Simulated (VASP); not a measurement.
# Sm3Ta in VASP: further runs, part 2 of 2

VASP 6.6.1.

## Step 5: Single point, PBE

Contents of INCAR:

```
ALGO     = Normal         # electronic algorithm
EDIFF    = 1E-6           # SCF threshold, eV
ENCUT    = 500            # plane-wave cutoff, eV
GGA      = PE             # functional
GGA_COMPAT= F            
ISIF     = 2              # what is computed and relaxed
ISMEAR   = 0              # smearing method
LASPH    = T              # aspherical terms in the spheres
LCHARG   = T              # write CHGCAR
LELF     = T              # ELF
LMAXMIX  = 6              # l up to which the mixer works
LREAL    = F              # projectors in reciprocal space
LVHAR    = T            
LWAVE    = F              # write WAVECAR
NBANDS   = 54             # bands
NELM     = 200            # most SCF steps
PREC     = Accurate       # precision mode
SIGMA    = 0.2            # smearing width, eV
```

Contents of KPOINTS:

```
k-points
0
Gamma
  6 4 2
```

Contents of POSCAR:

```
Sm3Ta
1.0
    3.4774383433      0.0000085934      0.0006665629
    0.0005198329      7.0386022408      0.0012619151
   -0.0001088967      0.0012326961      9.5821280516
Sm Ta
6 2
Direct
   -0.0007571092      0.4996957071      0.2617206848
    0.0004877056     -0.0000295057      0.3103898186
    0.5008582941      0.7682171531      0.0000278914
    0.4987491962      0.2315486161     -0.0000560833
    0.0009287820      0.5003411713      0.7383215301
   -0.0006688158      0.0000967127      0.6895627000
    0.5008159318      0.3092699280      0.5002271931
    0.4995860151      0.6908602174      0.4998062653
```

Potentials or basis: VASP PAW PBE potentials, release 64 (Sm_3, Ta_pv), 4f in core.

Run with:

```bash
cat potpaw_PBE.64/Sm_3/POTCAR potpaw_PBE.64/Ta_pv/POTCAR > POTCAR
mpirun -np 1 vasp_std > vasp.out
```

OUTCAR:

```text
EDIFF = 1E-6
   ENCUT = 500
   GGA = PE
   ISIF = 2
   ISMEAR = 0
   LASPH = T
   LREAL = F
   NELM = 200
   PREC = Accurate

 ion  position               nearest neighbor table
   1  0.999  0.500  0.262-   7 3.17   8 3.17   8 3.17   7 3.17   2 3.55   2 3.55   3 3.59   4 3.59
                             4 3.59   3 3.59
   2  0.000  1.000  0.310-   8 3.32   8 3.33   7 3.33   7 3.33   1 3.55   1 3.55   6 3.63   4 3.81

   3  0.501  0.768  0.000-   4 3.26   1 3.59   5 3.59   5 3.59   1 3.59   4 3.78   6 3.81
   4  0.499  0.232  1.000-   3 3.26   5 3.59   1 3.59   1 3.59   5 3.59   3 3.78   2 3.81   6 3.81

   5  0.001  0.500  0.738-   8 3.17   7 3.17   7 3.17   8 3.17   6 3.55   6 3.55   4 3.59   3 3.59
                             3 3.59   4 3.59
   6  0.999  0.000  0.690-   7 3.32   7 3.33   8 3.33   8 3.33   5 3.55   5 3.55   2 3.63   3 3.81
                             4 3.81
   7  0.501  0.309  0.500-   8 2.69   1 3.17   5 3.17   5 3.17   1 3.17   6 3.32   6 3.33   2 3.33
                             2 3.33
   8  0.500  0.691  0.500-   7 2.69   5 3.17   1 3.17   1 3.17   5 3.17   2 3.32   2 3.33   6 3.33
                             6 3.33

  LATTYP: Found a triclinic cell.
 ALAT       =     9.5821281315
 B/A-ratio  =     0.7345552341
 C/A-ratio  =     0.3629087776
[... 200 lines left out ...]
 cond. band min:       3.5385845895   @ k =   0.5000   0.2500   0.0000
 fundamental gap:      0.0153892163
 Fermi energy:         3.5330796330

 k-point     1 :       0.0000    0.0000    0.0000
  band No.  band energies     occupation
      1     -37.5710      2.00000
      2     -37.5037      2.00000
      3     -37.3038      2.00000
      4     -37.2902      2.00000
      5     -37.0937      2.00000
      6     -37.0911      2.00000
[... 1357 lines left out ...]
     53       4.9197      0.00000
     54       5.0933      0.00000

 [... further k-points ...]
[... 5 lines left out ...]
  --------------------------------------------------------------------------------------
  -------------------------------------------------------------------------------------
  Total        0.5420580      0.4353642      0.4864624     -0.0149318     -0.0002476     -0.0126682
  in kB        3.7029556      2.9740996      3.3231659     -0.1020038     -0.0016915     -0.0865400
  external PRESSURE =       3.3334071 kB  Pullay stress =       0.0000000 kB

 VOLUME and BASIS-vectors are now :
 -----------------------------------------------------------------------------
  energy-cutoff  :      500.00
  volume of cell :      234.54
      direct lattice vectors                 reciprocal lattice vectors
     3.477438343  0.000008593  0.000666563     0.287568002 -0.000021239  0.000003271
     0.000519833  7.038602241  0.001261915    -0.000000348  0.142073666 -0.000018277
    -0.000108897  0.001232696  9.582128052    -0.000020004 -0.000018709  0.104360954

 POSITION                                       TOTAL-FORCE (eV/Angst)
 -----------------------------------------------------------------------------------
      3.47504      3.51749      2.50914         0.004524      0.002357      0.008589
      0.00218      7.03878      2.97546        -0.000519     -0.000387      0.003609
      1.74210      5.40718      0.00157        -0.001622      0.016332      0.002477
      1.73438      1.63102      9.58222         0.003742     -0.013182     -0.001734
      0.00341      3.52261      7.07532        -0.004514     -0.003315     -0.009771
      3.47504      0.00154      6.60814         0.002106      0.000336     -0.002081
      1.74166      2.17745      4.79397        -0.006435      0.010206     -0.005552
      1.73758      4.86331      4.79041         0.002718     -0.012347      0.004464
 -----------------------------------------------------------------------------------
    total drift:                                0.000018     -0.000067     -0.000001

  FREE ENERGIE OF THE ION-ELECTRON SYSTEM (eV)
  ---------------------------------------------------
  free  energy   TOTEN  =       -49.3200316280 eV

  energy  without entropy=      -49.0859265127  energy(sigma->0) =      -49.20297907
```

stdout:

```text
POSCAR found type information on POSCAR SmTa
 POSCAR found :  2 types and       8 ions
 scaLAPACK will be used
 LDA part: xc-table for (Slater+PW92), standard interpolation
 POSCAR, INCAR and KPOINTS ok, starting setup
 FFT: planning ... GRIDC
 FFT: planning ... GRID_SOFT
 FFT: planning ... GRID
 WAVECAR not read
 entering main loop
```

Wall time 3.3 min (1 thread of AMD EPYC 9R45 (Zen 5), shared host); peak memory 0.43 GiB.

What came out:

```
Free energy            : -49.3200 eV
Pressure               : 0.3 GPa
Largest force          : 0.017 eV/Å
Band gap on the k mesh : zero (bands 44 and 45 overlap by 0.74 eV)
```

Forces on the atoms (eV/Å):
```
Sm   0.005  0.002  0.009
Sm  -0.001  0.000  0.004
Sm  -0.002  0.016  0.002
Sm   0.004 -0.013 -0.002
Sm  -0.005 -0.003 -0.010
Sm   0.002  0.000 -0.002
Ta  -0.006  0.010 -0.006
Ta   0.003 -0.012  0.004
```

Levels at points of the mesh, in eV from the Fermi level:
| k point | band 42 | band 43 | band 44 | band 45 | band 46 | band 47 |
| --- | --- | --- | --- | --- | --- | --- |
| (0.00, 0.00, 0.00) | -0.09 | -0.01 | 0.06 | 0.39 | 0.45 | 0.63 |
| (0.50, 0.00, 0.00) | -0.67 | -0.28 | -0.13 | 0.21 | 0.62 | 0.69 |
| (0.00, 0.50, 0.00) | -0.15 | 0.10 | 0.13 | 0.47 | 0.50 | 0.65 |
| (0.50, 0.50, 0.00) | -0.43 | -0.41 | -0.34 | -0.33 | -0.18 | -0.17 |
| (0.00, 0.00, 0.50) | 0.01 | 0.27 | 0.41 | 0.54 | 0.56 | 0.63 |
| (0.50, 0.00, 0.50) | -1.00 | -0.03 | 0.30 | 0.39 | 0.43 | 0.88 |
| (0.00, 0.50, 0.50) | -0.03 | 0.12 | 0.17 | 0.31 | 0.40 | 0.45 |
| (0.50, 0.50, 0.50) | -0.55 | -0.52 | -0.50 | -0.27 | -0.18 | 0.05 |

Caveat: spin-orbit coupling is left out, which moves the levels of the heavy elements; the 4f electrons are frozen in the core, so they carry no moment and show no levels.

## Step 6: Summary

```csv
cell,smearing,gap on the mesh (eV),pressure (GPa),largest force (eV/Å)
"a = 3.456, b = 7.022, c = 9.653 Å, 8 atoms, atomic positions A",gaussian 0.1 eV,none,0.3,0.03
"a = 3.446, b = 7.041, c = 9.661 Å, 8 atoms, atomic positions B",gaussian 0.2 eV,none,0.4,0.13
"a = 3.456, b = 7.022, c = 9.653 Å, angles 90.0, 90.0, 89.8°, 8 atoms, atomic positions C",gaussian 0.2 eV,none,0.4,0.02
"a = 3.477, b = 7.039, c = 9.582 Å, 8 atoms, atomic positions D",gaussian 0.2 eV,none,0.3,0.02
```

Alike in all rows: task single point; level PBE; potentials or basis VASP PAW PBE potentials, release 64 (Sm_3, Ta_pv), 4f in core; no spin polarisation; k mesh 6 × 4 × 2; cutoff (eV) 500.

Caveats: spin-orbit coupling is left out, which moves the levels of the heavy elements; the 4f electrons are frozen in the core, so they carry no moment and show no levels.

Absolute energies hang on the potentials; compare differences alone.

The gap in the log of VASP goes by the Fermi energy; the results here count the filled bands.